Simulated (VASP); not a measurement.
Wanted: the native input for a VASP 6.6.1 run.

```
Task                   : single point
Functional             : PBEsol
Potentials or basis    : VASP PAW PBE potentials, release 64 (In_d)
Cutoff                 : 520 eV
k mesh                 : 6 × 6 × 2
Occupations            : gaussian, width 0.1 eV
Spin                   : no spin polarisation
Dipole correction      : no
Further INCAR settings : ALGO = Normal; EDIFF = 1e-06; NBANDS = 34
```

The structure of In lies in POSCAR:

```
In
1.0
    2.5826039579     -2.1149077565      0.0000000000
    2.5826039579      2.1149077565      0.0000000000
    0.0000000000      0.0000000000      9.3536188316
In
4
Direct
    0.7511351783      0.2488648217      0.1250261512
    0.7488648217      0.2511351783      0.6250261512
    0.2488648217      0.7511351783      0.8749738488
    0.2511351783      0.7488648217      0.3749738488
```

These files were run (other wordings do the same):

INCAR

```
PREC     = Accurate       # precision mode
ENCUT    = 520            # plane-wave cutoff, eV
EDIFF    = 1E-6           # SCF threshold, eV
ISMEAR   = 0              # smearing method
SIGMA    = 0.1            # smearing width, eV
LREAL    = False          # projectors in reciprocal space
LASPH    = True           # aspherical terms in the spheres
NELM     = 100            # most SCF steps
ALGO     = Normal         # electronic algorithm
ISIF     = 2              # what is computed and relaxed
LWAVE    = False          # write WAVECAR
LCHARG   = True           # write CHGCAR
GGA      = PS             # functional
LELF     = True           # ELF
LVHAR    = True         
NBANDS   = 34             # bands
```

KPOINTS

```
regular mesh
0
Gamma
  6 6 2
```

Potentials or basis: VASP PAW PBE potentials, release 64 (In_d).

The run is started by

```sh
$ cat potpaw_PBE.64/In_d/POTCAR > POTCAR
$ mpirun -np 1 vasp_std > vasp.out
```

Results of the run:

```
Pressure               : 0.0 GPa
Largest force          : 0.006 eV/Å
Band gap on the k mesh : zero (bands 26 and 27 overlap by 5.21 eV)
```

Caveat: the PAW data sets were made with another functional, which shifts forces and pressure a little; spin-orbit coupling is left out, which moves the levels of the heavy elements.

Wall time 38 s on 1 thread of AMD EPYC 9R45 96-Core Processor (Zen 5) (shared host), peak memory 0.21 GiB.
